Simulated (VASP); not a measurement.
# Ru in VASP: settings compared, part 2 of 2

VASP 6.6.1. Earlier steps stand in the parts before.

## Step 5: Relaxation of the atoms, PBEsol

This run uses another cell than the first one.

Contents of INCAR:

```
SYSTEM = Ru
  PREC = Accurate
  ENCUT = 520
  EDIFF = 1E-6
  ISMEAR = 1
  SIGMA = 0.1
  LREAL = .FALSE.
  LASPH = .TRUE.
  NELM = 80
  ALGO = Normal
  ISIF = 2
  LWAVE = .FALSE.
  LCHARG = .FALSE.
  LDIPOL = .TRUE.
  IDIPOL = 3
  DIPOL = 0.5 0.5 0.500
  GGA = PS
  IBRION = 2
  NSW = 60
  EDIFFG = -0.01
  LUSENCCL = .FALSE.
```

Contents of KPOINTS:

```
regular mesh
0
G
  14 14 1
  0 0 0
```

Contents of POSCAR:

```
Ru
1.0
    2.7000000000      0.0000000000      0.0000000000
    1.3500000000      2.3382685900      0.0000000000
    0.0000000000      0.0000000000     26.6920000000
Ru
6
Direct
    0.6666666667      0.6666666667      0.2997152705
    0.0000000000      0.0000000000      0.3798291623
    0.6666666667      0.6666666667      0.4599430541
    0.0000000000      0.0000000000      0.5400569459
    0.6666666667      0.6666666667      0.6201708377
    0.0000000000      0.0000000000      0.7002847295
```

Potentials or basis: VASP PAW PBE potentials, release 64 (Ru_pv).

The run is started by

```sh
> cat potpaw_PBE.64/Ru_pv/POTCAR > POTCAR
> mpirun -np 1 vasp_std > vasp.out
```

OUTCAR:

```text
SYSTEM = Ru
   PREC = Accurate
   ENCUT = 520
   EDIFF = 1E-6
   ISMEAR = 1
   LREAL = .FALSE.
   LASPH = .TRUE.
   NELM = 80
   ISIF = 2
   GGA = PS
   IBRION = 2
   NSW = 60
   EDIFFG = -0.01

 ion  position               nearest neighbor table
   1  0.667  0.667  0.300-   2 2.65   2 2.65   2 2.65
   2  0.000  0.000  0.380-   1 2.65   3 2.65   1 2.65   3 2.65   1 2.65   3 2.65
   3  0.667  0.667  0.460-   4 2.65   2 2.65   4 2.65   2 2.65   4 2.65   2 2.65
   4  0.000  0.000  0.540-   3 2.65   5 2.65   3 2.65   5 2.65   3 2.65   5 2.65
   5  0.667  0.667  0.620-   6 2.65   4 2.65   6 2.65   4 2.65   6 2.65   4 2.65
   6  0.000  0.000  0.700-   5 2.65   5 2.65   5 2.65

  LATTYP: Found a hexagonal cell.
 ALAT       =     2.6999999998
 C/A-ratio  =     9.8859259266

  Lattice vectors:

 A1 = (  -1.3500000000,  -2.3382685900,   0.0000000000)
 A2 = (   2.7000000000,   0.0000000000,   0.0000000000)
 A3 = (   0.0000000000,   0.0000000000,  26.6920000000)

Analysis of symmetry for initial positions (statically):
=====================================================================
 Subroutine PRICEL returns:
 Original cell was already a primitive cell.

 Routine SETGRP: Setting up the symmetry group for a
 hexagonal supercell.

 Subroutine GETGRP returns: Found 12 space group operations
 (whereof  6 operations were pure point group operations)
 out of a pool of 24 trial point group operations.

The static configuration has the point symmetry C_3v.
 The point group associated with its full space group is D_3d.

Analysis of symmetry for dynamics (positions and initial velocities):
=====================================================================
 Subroutine PRICEL returns:
 Original cell was already a primitive cell.

 Routine SETGRP: Setting up the symmetry group for a
 hexagonal supercell.

 Subroutine GETGRP returns: Found 12 space group operations
 (whereof  6 operations were pure point group operations)
 out of a pool of 24 trial point group operations.

The dynamic configuration has the point symmetry C_3v.
 The point group associated with its full space group is D_3d.

 Subroutine INISYM returns: Found 12 space group operations
 (whereof  6 operations are pure point group operations),
 and found     1 'primitive' translations

----------------------------------------------------------------------------------------

                                     Primitive cell

  volume of cell :     168.5153

  direct lattice vectors                    reciprocal lattice vectors
     2.700000000  0.000000000  0.000000000     0.370370370 -0.213833433  0.000000000
     1.350000000  2.338268590  0.000000000     0.000000000  0.427666866  0.000000000
     0.000000000  0.000000000 26.692000000     0.000000000  0.000000000  0.037464409

  length of vectors
     2.700000000  2.700000000 26.692000000     0.427666866  0.427666866  0.037464409

  position of ions in fractional coordinates (direct lattice)
     0.666666667  0.666666667  0.299715271
     0.000000000  0.000000000  0.379829162
[... 66 lines left out ...]
   k-points           NKPTS =     24   k-points in BZ     NKDIM =     24   number of bands    NBANDS=     50
   number of dos      NEDOS =    301   number of ions     NIONS =      6
   total plane-waves  NPLWV =  80000
   dimension x,y,z NGX =    20 NGY =   20 NGZ =  200
   dimension x,y,z NGXF=    40 NGYF=   40 NGZF=  400
   ions per type =               6
   NGX,Y,Z   is equivalent  to a cutoff of  12.31, 12.31, 12.46 a.u.
   NGXF,Y,Z  is equivalent  to a cutoff of  24.63, 24.63, 24.91 a.u.
 SYSTEM =  Ru
   PREC   = accura    normal or accurate (medium, high low for compatibility)
   ISTART =      0    job   : 0-new  1-cont  2-samecut
   ICHARG =      2    charge: 1-file 2-atom 10-const
   ISPIN  =      1    spin polarized calculation?
   LNONCOLLINEAR =      F non collinear calculations
   LSORBIT =      F    spin-orbit coupling
   LASPH  =      T    aspherical Exc in radial PAW
   ENCUT  =  520.0 eV  38.22 Ry    6.18 a.u.   5.02  5.02 49.63*2*pi/ulx,y,z
   NELM   =     80;   NELMIN=  2; NELMDL= -5     # of ELM steps
   EDIFF  = 0.1E-05   stopping-criterion for ELM
   LREAL  =      F    real-space projection
   EDIFFG = -.1E-01   stopping-criterion for IOM
   NSW    =     60    number of steps for IOM
   IBRION =      2    ionic relax: 0-MD 1-quasi-New 2-CG
   NFREE  =      1    steps in history (QN), initial steepest desc. (CG)
   ISIF   =      2    stress and relaxation
   ISYM   =      2    0-nonsym 1-usesym 2-fastsym
   POTIM  = 0.5000    time-step for ionic-motion
   TEBEG  =    0.0;   TEEND  =   0.0 temperature during run
   PSTRESS=    0.0 pullay stress
   NELECT =      84.0000    total number of electrons
   NUPDOWN=      -1.0000    fix difference up-down
   EMIN   =  10.00;   EMAX   =-10.00  energy-range for DOS
   EFERMI =   0.00;   METHOD = LEGACY
   ISMEAR =     1;   SIGMA  =   0.10  broadening in eV -4-tet -1-fermi 0-gaus
   EFERMI_NEDOS =   21; number of points for ismear=-14 and -15
   IALGO  =     38    algorithm
   IMIX   =      4    mixing-type and parameters
     AMIX     =   0.40;   BMIX     =  1.00
     AMIX_MAG =   1.60;   BMIX_MAG =  1.00
  volume/ion in A,a.u.               =      28.09       189.53
  Fermi-wavevector in a.u.,A,eV,Ry     =   1.298040  2.452940 22.924573  1.684909
  Thomas-Fermi vector in A             =   2.429394
   LORBIT       =      0    0 simple, 1 ext, 2 COOP (PROOUT), +10 PAW based schemes
   GGA     = PS    functional components
   LHFCALC =     F    Hartree Fock is set to
   AEXX    =    0.0000 exact exchange contribution
   IVDW    =     0    specifies the selected vdW correction
   LEPSILON=     F    determine dielectric tensor
   LRPA    =     F    only Hartree local field effects (RPA)
 conjugate gradient relaxation of ions
 non-spin polarized calculation
 Methfessel and Paxton  Order N= 1 SIGMA  =   0.10
  energy-cutoff  :      520.00
  volume of cell :      168.52
 maximum number of plane-waves:      4593
   NGX =  9   NGY =  9   NGZ = 99

--------------------------------------- Ionic step        1  -------------------------------------------

 number of electron      83.9999994 magnetization

 Free energy of the ion-electron system (eV)
  ---------------------------------------------------
  ext. energy  EPLUGINS =         0.00000000
  ---------------------------------------------------
  free energy    TOTEN  =       -58.51567318 eV

  energy without entropy =      -58.50970233  energy(sigma->0) =      -58.51368290

------------------------ aborting loop because EDIFF is reached ----------------------------------------

  FORCE on cell =-STRESS in cart. coord.  units (eV):
  Direction    XX          YY          ZZ          XY          YZ          ZX
  --------------------------------------------------------------------------------------
  -------------------------------------------------------------------------------------
  Total       -5.9303446     -5.9303446     -6.0230608      0.0000000     -0.0000000     -0.0000000
  in kB      -56.3833966    -56.3833966    -57.2649063      0.0000000     -0.0000000     -0.0000000
  external PRESSURE =     -56.6772331 kB  Pullay stress =       0.0000000 kB
[... 267 lines left out ...]
--------------------------------------- Ionic step        8  -------------------------------------------

 number of electron      83.9999993 magnetization

 dipolmoment           0.000000      0.000000     -0.000002 electrons x Angstroem

 Free energy of the ion-electron system (eV)
  ---------------------------------------------------
  ext. energy  EPLUGINS =         0.00000000
  ---------------------------------------------------
  free energy    TOTEN  =       -58.64499972 eV

  energy without entropy =      -58.64987010  energy(sigma->0) =      -58.64662318

 E-fermi :   3.5567     XC(G=0):  -7.5526

 val. band max:        3.5287919044   @ k =   0.3571   0.1429   0.0000
 cond. band min:       3.5724587637   @ k =   0.2857   0.0000   0.0000
 fundamental gap:      0.0436668593
 Fermi energy:         3.5566827103

 k-point     1 :       0.0000    0.0000    0.0000
  band No.  band energies     occupation
      1     -40.1718      2.00000
      2     -40.0692      2.00000
      3     -39.6321      2.00000
      4     -39.3070      2.00000
      5     -39.3070      2.00000
      6     -39.3047      2.00000
[... 1261 lines left out ...]
     49      10.1677      0.00000
     50      10.6655      0.00000

------------------------ aborting loop because EDIFF is reached ----------------------------------------

 vacuum level on the upper side and lower side of the slab       (xc-potential included)        -0.017        -0.017

  FORCE on cell =-STRESS in cart. coord.  units (eV):
  Direction    XX          YY          ZZ          XY          YZ          ZX
  --------------------------------------------------------------------------------------
  -------------------------------------------------------------------------------------
  Total       -3.9617891     -3.9617891     -0.0648054      0.0000000      0.0000000      0.0000000
  in kB      -37.6671409    -37.6671409     -0.6161441      0.0000000      0.0000000      0.0000000
  external PRESSURE =     -25.3168086 kB  Pullay stress =       0.0000000 kB
[... 21 lines left out ...]
  FREE ENERGIE OF THE ION-ELECTRON SYSTEM (eV)
  ---------------------------------------------------
  free  energy   TOTEN  =       -58.6449997200 eV

  energy  without entropy=      -58.6498701011  energy(sigma->0) =      -58.64662318

 reached required accuracy - stopping structural energy minimisation

 vacuum level on the upper side and lower side of the slab         8.699         8.699
```

Run time: 15 min. Hardware: 1 × NVIDIA H100 80GB with 1 thread of AMD EPYC 7R13 (Zen 3), shared host; peak memory 1.4 GiB.

Results:

```yaml
Free_energy: -58.6450 eV
Energy_gained_by_relaxing: 21.6 meV/atom
Ionic_steps: 8
Largest_force_after_relaxing: 0.009 eV/Å
Band_gap_on_the_k_mesh: zero (bands 42 and 43 overlap by 2.55 eV)
```

Forces on the atoms (eV/Å):
```
Ru   0.000  0.000 -0.006
Ru   0.000  0.000  0.006
Ru   0.000  0.000 -0.009
Ru   0.000  0.000  0.009
Ru   0.000  0.000 -0.006
Ru   0.000  0.000  0.006
```

The path:
| step | energy change (eV) | largest force (eV/Å) | pressure (GPa) |
| --- | --- | --- | --- |
| 1 | 0.0000 | 1.0737 | -5.67 |
| 2 | -0.1030 | 0.2535 | -4.30 |
| 3 | -0.1037 | 0.2971 | -4.16 |
| 4 | -0.1139 | 0.1725 | -3.84 |
| 5 | -0.1162 | 0.2309 | -3.60 |
| 6 | -0.1230 | 0.1644 | -3.28 |
| 7 | -0.1289 | 0.0444 | -2.75 |
| 8 | -0.1293 | 0.0087 | -2.53 |

Final structure:
```xyz
6
Lattice="2.7000 0.0000 0.0000 1.3500 2.3383 0.0000 0.0000 0.0000 26.6920" Properties=species:S:1:pos:R:3 pbc="T T T"
Ru    2.7000    1.5588    8.1185
Ru    1.3500    2.3383   10.1521
Ru    2.7000    1.5588   12.2706
Ru    2.7000    0.0000   14.4214
Ru    2.7000    1.5588   16.5399
Ru    2.7000    0.0000   18.5735
```

Levels at points of the mesh, in eV from the Fermi level:
| k point | band 38 | band 39 | band 40 | band 41 | band 42 | band 43 | band 44 | band 45 |
| --- | --- | --- | --- | --- | --- | --- | --- | --- |
| (0.00, 0.00, 0.00) | -2.07 | -2.07 | -2.05 | -1.17 | -1.17 | -0.87 | -0.58 | -0.58 |
| (0.50, 0.00, 0.00) | -0.30 | 0.70 | 0.86 | 1.19 | 1.36 | 1.37 | 1.66 | 1.66 |

Caveat: the PAW data sets were made with another functional, which shifts forces and pressure a little.

## Step 6: Overview

| task | level | potentials or basis | cell | gap on the mesh (eV) | largest force (eV/Å) |
| --- | --- | --- | --- | --- | --- |
| single point | PBEsol | VASP PAW PBE potentials, release 64 (Ru_pv) | a = 2.691, b = 2.691, c = 34.619 Å, angles 90.0, 90.0, 60.0°, 6 atoms, atomic positions A | none | 0.88 |
| relaxation of the atoms | LDA | VASP PAW LDA potentials, release 64 (Ru_pv) | atoms relaxed from a = 2.675, b = 2.675, c = 26.557 Å, angles 90.0, 90.0, 60.0°, 6 atoms, atomic positions B | none | 0.01 |
| relaxation of the atoms | PBEsol | VASP PAW PBE potentials, release 64 (Ru_pv) | atoms relaxed from a = 2.691, b = 2.691, c = 26.619 Å, angles 90.0, 90.0, 60.0°, 6 atoms, atomic positions A | none | - |
| relaxation of the atoms | PBEsol | VASP PAW PBE potentials, release 64 (Ru_pv) | atoms relaxed from a = 2.700, b = 2.700, c = 26.692 Å, angles 90.0, 90.0, 60.0°, 6 atoms, atomic positions C | none | 0.01 |

Alike in all rows: no spin polarisation; k mesh 14 × 14 × 1; cutoff (eV) 520; smearing methfessel-paxton 0.1 eV.

Caveats: the PAW data sets were made with another functional, which shifts forces and pressure a little (at least some runs).

Total energies depend on the potentials used, so only differences within one code and one set of settings carry meaning.
